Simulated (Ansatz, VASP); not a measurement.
**PbSe: VASP beside Ansatz**

File POSCAR:

```
PbSe
1.0
    0.0000000000      3.0401081059      3.0401081059
    3.0401081059      0.0000000000      3.0401081059
    3.0401081059      3.0401081059      0.0000000000
Pb Se
1 1
Direct
    0.0000000000      0.0000000000      0.0000000000
    0.5000000000      0.5000000000      0.5000000000
```

The input INCAR.step1:

```
PREC = Accurate
ENCUT = 520
ISMEAR = -1
SIGMA = 0.05
LREAL = False
LASPH = True
NELM = 80
NBANDS = 17
GGA = PE
ALGO = Normal
EDIFF = 1E-4
LWAVE = True
LCHARG = False
```

INCAR.step2

```
PREC = Accurate
ENCUT = 520
EDIFF = 1E-6
ISMEAR = -1
SIGMA = 0.05
LREAL = False
LASPH = True
NELM = 80
ALGO = Normal
ISIF = 2
LWAVE = False
LCHARG = False
METAGGA = R2SCAN
LMIXTAU = True
LUSE_VDW = True
IVDW_NL = 2
BPARAM = 11.95
CPARAM = 0.0093
NBANDS = 17
ISTART = 1
```

File KPOINTS:

```
regular mesh
0
Gamma
  8 8 8
```

input.yaml

```yaml
crystal:
  lattice:
    - [0.0, 3.0401081059, 3.0401081059]
    - [3.0401081059, 0.0, 3.0401081059]
    - [3.0401081059, 3.0401081059, 0.0]
  atoms:
    - { symbol: Pb, position: [0.0, 0.0, 0.0] }
    - { symbol: Se, position: [0.5, 0.5, 0.5] }
hamiltonian:
  xc: r2scan
  pseudopotentials: { kind: paw }
  dispersion: rvv10
kpoints:
  mp_grid: { grid: [8, 8, 8] }
scf:
  occupations: { method: fermi_dirac, width: 0.05 }
output:
  forces: true
  stress: true
  eigenvalues: true
  write_density: true
  write_potential: true
  elf: true
  volumetric_format: npy
```

Alike in both runs: task single point; functional r2SCAN; dispersion rVV10; k mesh 8 × 8 × 8; occupations fermi-dirac, width 0.05 eV; no spin polarisation.

|  | VASP | Ansatz |
| --- | --- | --- |
| version | VASP 6.6.1 | Ansatz 0.2.0 |
| potentials or method | VASP PAW PBE potentials, release 64 (Pb_d, Se) | Ansatz PAW |
| plane-wave cutoff (eV) | 520 | 500 |
| valence electrons in the cell | 20 | 30 |

|  | VASP | Ansatz | Ansatz less VASP |
| --- | --- | --- | --- |
| gap on the k mesh at the Fermi level (eV) | 0.46 | 0.46 | -0.005 |
| least direct gap on the mesh (eV) | 0.46 | 0.46 | -0.005 |
| pressure (GPa) | 1.9 | 1.7 | -0.20 |

VASP's potentials were made for PBE, not for r2SCAN. VASP's potentials hold 20 valence electrons a cell and Ansatz's 30, so a difference there can come from the potentials and not from the codes.

Neither program's run includes spin-orbit coupling.
